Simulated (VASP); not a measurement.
# Lu (P-1) in VASP: density of states with SVWN5

Aim: the density of states of Lu with SVWN5.

Program: VASP 6.6.1. These are calculated values, not measurements. Logs are shortened: lines on timing, memory, paths and dates and some standing lists are left out, and cuts for length are marked.

## 1. The cell of the first run

The typed cell holds 1 atom: a = 3.353 Å, b = 3.300 Å, c = 3.493 Å, α = 110.89°, β = 110.07°, γ = 107.11°.

## 2. Density of states, SVWN5 (the cell strained at random)

The input, POSCAR:

```
Lu
1.0
   -1.9063860000      1.9007990000      1.9990360000
    1.8431230000     -1.9177930000      1.9527660000
    2.0110380000      2.0224440000     -2.0160290000
Lu
1
Direct
   -0.0075230000     -0.0019080000      0.0063410000
```

The input, INCAR.step1:

```
PREC     = Accurate       # precision mode
ENCUT    = 520            # plane-wave cutoff, eV
EDIFF    = 1E-6           # SCF threshold, eV
ISMEAR   = -1             # smearing method
SIGMA    = 0.1            # smearing width, eV
LREAL    = F              # projectors in reciprocal space
LASPH    = T              # aspherical terms in the spheres
NELM     = 100            # most SCF steps
ALGO     = Normal         # electronic algorithm
ISIF     = 2              # what is computed and relaxed
LWAVE    = F              # write WAVECAR
LCHARG   = T              # write CHGCAR
GGA      = VW             # functional
NBANDS   = 18             # bands
```

The input, KPOINTS.step1:

```
regular mesh
0
Gamma
  7 8 7
```

The input, INCAR.step2:

```
PREC     = Accurate       # precision mode
ENCUT    = 520            # plane-wave cutoff, eV
EDIFF    = 1E-6           # SCF threshold, eV
ISMEAR   = -5             # smearing method
SIGMA    = 0.1            # smearing width, eV
LREAL    = F              # projectors in reciprocal space
LASPH    = T              # aspherical terms in the spheres
NELM     = 100            # most SCF steps
ALGO     = Normal         # electronic algorithm
ISIF     = 2              # what is computed and relaxed
LWAVE    = F              # write WAVECAR
LCHARG   = F              # write CHGCAR
GGA      = VW             # functional
LORBIT   = 11             # projections on sites
NEDOS    = 2001           # points of the DOS
ICHARG   = 11             # starting density
```

The input, KPOINTS.step2:

```
regular mesh
0
Gamma
  11 12 11
```

Potentials or basis: VASP PAW PBE potentials, release 64 (Lu).

Launch:

```console
> cat potpaw_PBE.64/Lu/POTCAR > POTCAR
> cp INCAR.step1 INCAR
> cp KPOINTS.step1 KPOINTS
> mpirun -np 1 vasp_std > vasp.out
> cp INCAR.step2 INCAR
> cp KPOINTS.step2 KPOINTS
> mpirun -np 1 vasp_std > vasp.out
```

OUTCAR:

```text
PREC = Accurate
   ENCUT = 520
   EDIFF = 1E-6
   ISMEAR = -5
   LREAL = F
   LASPH = T
   NELM = 100
   ISIF = 2
   GGA = VW
   LORBIT = 11
   ICHARG = 11

 ion  position               nearest neighbor table
   1  0.992  0.998  0.006-

  LATTYP: Found a triclinic cell.
 ALAT       =     3.2997465713
 B/A-ratio  =     1.6459834623
 C/A-ratio  =     1.0584740644
 COS(alpha) =     0.0020287890
 COS(beta)  =     0.3565177521
 COS(gamma) =     0.8041727777

  Lattice vectors:

 A1 = (   1.8431230000,  -1.9177930000,   1.9527660000)
 A2 = (   3.7908980000,   0.0876570000,   3.8885390000)
 A3 = (  -2.0110380000,  -2.0224440000,   2.0160290000)

Analysis of symmetry for initial positions (statically):
=====================================================================
 Subroutine PRICEL returns:
 Original cell was already a primitive cell.

 Routine SETGRP: Setting up the symmetry group for a
 triclinic supercell.

 Subroutine GETGRP returns: Found  2 space group operations
 (whereof  1 operations were pure point group operations)
 out of a pool of  2 trial point group operations.

The static configuration has the point symmetry C_1 .
 The point group associated with its full space group is S_2 .

Analysis of symmetry for dynamics (positions and initial velocities):
=====================================================================
 Subroutine PRICEL returns:
 Original cell was already a primitive cell.

 Routine SETGRP: Setting up the symmetry group for a
 triclinic supercell.

 Subroutine GETGRP returns: Found  2 space group operations
 (whereof  1 operations were pure point group operations)
 out of a pool of  2 trial point group operations.

The dynamic configuration has the point symmetry C_1 .
 The point group associated with its full space group is S_2 .

 Subroutine INISYM returns: Found  2 space group operations
 (whereof  1 operations are pure point group operations),
 and found     1 'primitive' translations

----------------------------------------------------------------------------------------

                                     Primitive cell

  volume of cell :      29.8473

  direct lattice vectors                    reciprocal lattice vectors
    -1.906386000  1.900799000  1.999036000    -0.002781947  0.256066003  0.254105745
     1.843123000 -1.917793000  1.952766000     0.263843199 -0.005923751  0.257247414
     2.011038000  2.022444000 -2.016029000     0.252805300  0.248169773  0.005114279

  length of vectors
     3.353131275  3.299746571  3.492696165     0.360759292  0.368543833  0.354294951

  position of ions in fractional coordinates (direct lattice)
     0.992477000  0.998092000  0.006341000

  ion indices of the primitive-cell ions
   primitive index   ion index
                 1           1

----------------------------------------------------------------------------------------

 KPOINTS: regular mesh

Automatic generation of k-mesh.
 Grid dimensions read from file:
 generate k-points for:   11   12   11

 Generating k-lattice:

  Cartesian coordinates                     Fractional coordinates (reciprocal lattice)
    -0.000252904  0.023278728  0.023100522     0.090909091  0.000000000  0.000000000
     0.021986933 -0.000493646  0.021437284     0.000000000  0.083333333  0.000000000
     0.022982300  0.022560888  0.000464934    -0.000000000  0.000000000  0.090909091

  Length of vectors
     0.032796299  0.030711986  0.032208632

  Shift w.r.t. Gamma in fractional coordinates (k-lattice)
     0.000000000  0.000000000  0.000000000

 TETIRR: Found   4354 inequivalent tetrahedra from     8712

 Subroutine IBZKPT returns following result:
 ===========================================

 Found    727 irreducible k-points:

 Following reciprocal coordinates:
            Coordinates               Weight
  0.000000  0.000000  0.000000      1.000000
  0.090909 -0.000000  0.000000      2.000000
  0.181818  0.000000  0.000000      2.000000
  0.272727  0.000000  0.000000      2.000000
  0.363636  0.000000  0.000000      2.000000
  0.454545  0.000000  0.000000      2.000000
[... 16 lines left out ...]
  0.454545  0.166667  0.000000      2.000000
 -0.454545  0.166667 -0.000000      2.000000
 [... further k-points ...]
   k-points           NKPTS =    727   k-points in BZ     NKDIM =    727   number of bands    NBANDS=     16
   number of dos      NEDOS =   2001   number of ions     NIONS =      1
   total plane-waves  NPLWV =  21952
   dimension x,y,z NGX =    28 NGY =   28 NGZ =   28
   dimension x,y,z NGXF=    56 NGYF=   56 NGZF=   56
   ions per type =               1
   NGX,Y,Z   is equivalent  to a cutoff of  13.88, 14.11, 13.33 a.u.
   NGXF,Y,Z  is equivalent  to a cutoff of  27.76, 28.21, 26.65 a.u.
 SYSTEM =  unknown system
   PREC   = accura    normal or accurate (medium, high low for compatibility)
   ISTART =      0    job   : 0-new  1-cont  2-samecut
   ICHARG =     11    charge: 1-file 2-atom 10-const
   ISPIN  =      1    spin polarized calculation?
   LNONCOLLINEAR =      F non collinear calculations
   LSORBIT =      F    spin-orbit coupling
   LASPH  =      T    aspherical Exc in radial PAW
   ENCUT  =  520.0 eV  38.22 Ry    6.18 a.u.   6.23  6.14  6.49*2*pi/ulx,y,z
   NELM   =    100;   NELMIN=  2; NELMDL=  0     # of ELM steps
   EDIFF  = 0.1E-05   stopping-criterion for ELM
   LREAL  =      F    real-space projection
   EDIFFG = 0.1E-04   stopping-criterion for IOM
   NSW    =      0    number of steps for IOM
   IBRION =     -1    ionic relax: 0-MD 1-quasi-New 2-CG
   NFREE  =      0    steps in history (QN), initial steepest desc. (CG)
   ISIF   =      2    stress and relaxation
   ISYM   =      2    0-nonsym 1-usesym 2-fastsym
   POTIM  = 0.5000    time-step for ionic-motion
   TEBEG  =    0.0;   TEEND  =   0.0 temperature during run
   PSTRESS=    0.0 pullay stress
   NELECT =      25.0000    total number of electrons
   NUPDOWN=      -1.0000    fix difference up-down
   EMIN   =  10.00;   EMAX   =-10.00  energy-range for DOS
   EFERMI =   0.00;   METHOD = LEGACY
   ISMEAR =    -5;   SIGMA  =   0.10  broadening in eV -4-tet -1-fermi 0-gaus
   EFERMI_NEDOS =   21; number of points for ismear=-14 and -15
   IALGO  =     38    algorithm
   IMIX   =      4    mixing-type and parameters
     AMIX     =   0.40;   BMIX     =  1.00
     AMIX_MAG =   1.60;   BMIX_MAG =  1.00
  volume/ion in A,a.u.               =      29.85       201.42
  Fermi-wavevector in a.u.,A,eV,Ry     =   1.543192  2.916209 32.401465  2.381441
  Thomas-Fermi vector in A             =   2.648889
   LORBIT       =     11    0 simple, 1 ext, 2 COOP (PROOUT), +10 PAW based schemes
   GGA     = VW    functional components
   LHFCALC =     F    Hartree Fock is set to
   AEXX    =    0.0000 exact exchange contribution
   IVDW    =     0    specifies the selected vdW correction
   LEPSILON=     F    determine dielectric tensor
   LRPA    =     F    only Hartree local field effects (RPA)
 non-spin polarized calculation
 Fermi weights with tetrahedron method with Bloechl corrections
  energy-cutoff  :      520.00
  volume of cell :       29.85
 maximum number of plane-waves:       819
 NGX is ok and might be reduce to    28

 number of electron      24.9999999 magnetization

 Free energy of the ion-electron system (eV)
  ---------------------------------------------------
  ext. energy  EPLUGINS =         0.00000000
  ---------------------------------------------------
  free energy    TOTEN  =        -4.72744084 eV

  energy without entropy =       -4.72744084  energy(sigma->0) =       -4.72744084

 E-fermi :   1.9787     XC(G=0): -10.8529

 val. band max:        2.0255089585   @ k =   0.0909   0.4167   0.3636
 cond. band min:       1.8951436368   @ k =   0.3636   0.3333   0.3636
 fundamental gap:     -0.1303653218
 Fermi energy:         1.9787001003

 k-point     1 :       0.0000    0.0000    0.0000
  band No.  band energies     occupation
      1     -54.5103      2.00000
      2     -24.9462      2.00000
      3     -24.9379      2.00000
      4     -24.9285      2.00000
      5      -4.1091      2.00000
      6      -3.3297      2.00000
[... 8 lines left out ...]
     15       4.2876      0.00000
     16       6.0450      0.00000

 k-point     2 :       0.0909   -0.0000    0.0000
  band No.  band energies     occupation
      1     -54.5080      2.00000
      2     -24.9769      2.00000
      3     -24.9537      2.00000
      4     -24.9328      2.00000
      5      -3.8746      2.00000
      6      -3.3257      2.00000
[... 8 lines left out ...]
     15       4.1616      0.00000
     16       5.8039      0.00000

 k-point     3 :       0.1818    0.0000    0.0000
  band No.  band energies     occupation
      1     -54.5017      2.00000
      2     -25.0803      2.00000
      3     -24.9837      2.00000
      4     -24.9344      2.00000
      5      -3.3154      2.00000
      6      -3.3122      2.00000
[... 8 lines left out ...]
     15       4.8101      0.00000
     16       5.5632      0.00000

 k-point     4 :       0.2727    0.0000    0.0000
  band No.  band energies     occupation
      1     -54.4934      2.00000
      2     -25.2123      2.00000
      3     -25.0255      2.00000
      4     -24.9334      2.00000
      5      -3.3107      2.00000
      6      -3.3008      2.00000
[... 8 lines left out ...]
     15       5.6716      0.00000
     16       5.8499      0.00000
[... 324 lines left out ...]
 k-point    22 :       0.3636    0.1667    0.0000
  band No.  band energies     occupation
      1     -54.4786      2.00000
      2     -25.3517      2.00000
      3     -25.1288      2.00000
      4     -24.9896      2.00000
      5      -3.3091      2.00000
      6      -3.2905      2.00000
[... 8 lines left out ...]
     15       5.4682      0.00000
     16       6.6198      0.00000

 k-point    23 :       0.4545    0.1667    0.0000
  band No.  band energies     occupation
      1     -54.4779      2.00000
      2     -25.3660      2.00000
      3     -25.1264      2.00000
      4     -24.9895      2.00000
      5      -3.3115      2.00000
      6      -3.2920      2.00000
[... 8 lines left out ...]
     15       5.4511      0.00000
     16       6.6714      0.00000

 k-point    24 :      -0.4545    0.1667   -0.0000
  band No.  band energies     occupation
      1     -54.4812      2.00000
      2     -25.3339      2.00000
      3     -25.0912      2.00000
      4     -24.9878      2.00000
      5      -3.3079      2.00000
      6      -3.2905      2.00000
[... 8 lines left out ...]
     15       5.4300      0.00000
     16       6.5450      0.00000

 [... further k-points ...]
[... 5 lines left out ...]
  --------------------------------------------------------------------------------------
  -------------------------------------------------------------------------------------
  Total       -1.1740313     -1.1308053     -1.0371985     -0.3291611      0.0499773      0.1772950
  in kB      -63.0210097    -60.7006734    -55.6759402    -17.6690906      2.6827387      9.5170448
  external PRESSURE =     -59.7992077 kB  Pullay stress =       0.0000000 kB

 VOLUME and BASIS-vectors are now :
 -----------------------------------------------------------------------------
  energy-cutoff  :      520.00
  volume of cell :       29.85
      direct lattice vectors                 reciprocal lattice vectors
    -1.906386000  1.900799000  1.999036000    -0.002781947  0.256066003  0.254105745
     1.843123000 -1.917793000  1.952766000     0.263843199 -0.005923751  0.257247414
     2.011038000  2.022444000 -2.016029000     0.252805300  0.248169773  0.005114279

 POSITION                                       TOTAL-FORCE (eV/Angst)
 -----------------------------------------------------------------------------------
     -0.03969     -0.01481      3.92025         0.000000     -0.000000      0.000000
 -----------------------------------------------------------------------------------
    total drift:                               -0.000008      0.000049      0.000012

  FREE ENERGIE OF THE ION-ELECTRON SYSTEM (eV)
  ---------------------------------------------------
  free  energy   TOTEN  =        -4.7274408440 eV

  energy  without entropy=       -4.7274408440  energy(sigma->0) =       -4.72744084

 total charge

# of ion       s       p       d       f       tot
--------------------------------------------------
    1        2.355   6.045   0.776  13.956  23.131
```

Run time: 8.4 min. Hardware: 1 thread of Oxide Virtual Turin-like, shared host; peak memory 0.43 GiB.

Results:

```yaml
Valence_electrons_inside_the_program's_atomic_spheres: Lu 23.13
```

Levels at points of the mesh, in eV from the Fermi level:
```tsv
k point	band 8	band 9	band 10	band 11	band 12	band 13	band 14	band 15	band 16
(0.00, 0.00, 0.00)	-5.28	-5.22	-5.21	-5.21	-5.18	1.53	1.92	2.31	4.07
(0.00, 0.50, 0.00)	-5.23	-5.22	-5.21	-5.20	-2.45	0.27	0.69	3.78	4.73
```

Caveat: the cell differs from its parent crystal (the cell strained at random); the PAW data sets were made with another functional, which shifts forces and pressure a little; spin-orbit coupling is left out, which moves the levels of the heavy elements; tetrahedron occupations give inexact forces and stress in metals.
